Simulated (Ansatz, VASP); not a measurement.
**AlSiN in VASP and in Ansatz**

File INCAR:

```
SYSTEM = AlSiN
ALGO = Normal
EDIFF = 1E-7
EDIFFG = -0.04
ENCUT = 600
GGA = PE
GGA_COMPAT = .FALSE.
IBRION = 2
ISIF = 3
ISMEAR = 0
LASPH = .TRUE.
LCHARG = .FALSE.
LREAL = .FALSE.
LWAVE = .FALSE.
NELM = 120
NELMIN = 4
NSW = 90
PREC = Accurate
SIGMA = 0.1
```

The input KPOINTS:

```
k-points
0
G
  6 6 4
  0 0 0
```

POSCAR

```
AlSiN
1.0
    3.2411889400      0.0000000000      0.0000000000
    0.0000000000      3.2411889400      0.0000000000
    0.0000000000      0.0000000000      7.4126625400
Al Si N
2 2 2
Direct
    0.0000000000      0.5000000000      0.8751037100
    0.5000000000      0.0000000000      0.1248962900
    0.5000000000      0.0000000000      0.6731803400
    0.0000000000      0.5000000000      0.3268196600
    0.0000000000      0.0000000000      0.0000000000
    0.5000000000      0.5000000000      0.0000000000
```

Input for Ansatz:

```yaml
crystal:
  lattice:
    - [3.24118894, 0.0, 0.0]
    - [0.0, 3.24118894, 0.0]
    - [0.0, 0.0, 7.41266254]
  atoms:
    - { symbol: Al, position: [0.0, 0.5, 0.87510371] }
    - { symbol: Al, position: [0.5, 0.0, 0.12489629] }
    - { symbol: Si, position: [0.5, 0.0, 0.67318034] }
    - { symbol: Si, position: [0.0, 0.5, 0.32681966] }
    - { symbol: "N", position: [0.0, 0.0, 0.0] }
    - { symbol: "N", position: [0.5, 0.5, 0.0] }
basis:
  ecutwfc: 420
kpoints:
  mp_grid: { grid: [6, 6, 4] }
hamiltonian:
  xc: pbe
scf:
  occupations: { method: gaussian, width: 0.1 }
  lower_state_search: "off"
output:
  forces: true
  stress: true
  eigenvalues: true
relax:
  adjacent_minimum: "off"
  f_tol: 0.04
  max_steps: 70
  cell: { stress_tol: 0.4 }
```

Change from the starting cell: species swapped into the PrIO type (P4/nmm, No. 129).

Alike in both runs: task relaxation of cell and atoms; functional PBE; k mesh 6 × 6 × 4; occupations gaussian, width 0.1 eV; no spin polarisation.

|  | VASP | Ansatz |
| --- | --- | --- |
| version | VASP 6.6.1 | Ansatz 0.2.0 |
| potentials or method | VASP PAW PBE potentials, release 64 (Al, Si, N), cutoff 600 eV | scalar-relativistic, plane waves, PAW |
| valence electrons in the cell | 24 | 24 |

Ansatz gave:

```
gap on the k mesh at the Fermi level, each at its own relaxed structure (eV) : none
relaxed volume (Å³/atom)                                                     : 17.08
relaxed cell length with the largest relative difference (Å)                 : 7.344
```

Problem. Which values does VASP return?

Solution. gap on the k mesh at the Fermi level, each at its own relaxed structure (eV): none; relaxed volume (Å³/atom): 17.16; relaxed cell length with the largest relative difference (Å): 7.391.

A gap of «none» marks a metal or a gap that the smearing closes.

Noted on VASP's run: the volume moved by over 15 % at a fixed basis, so the end points are rough.
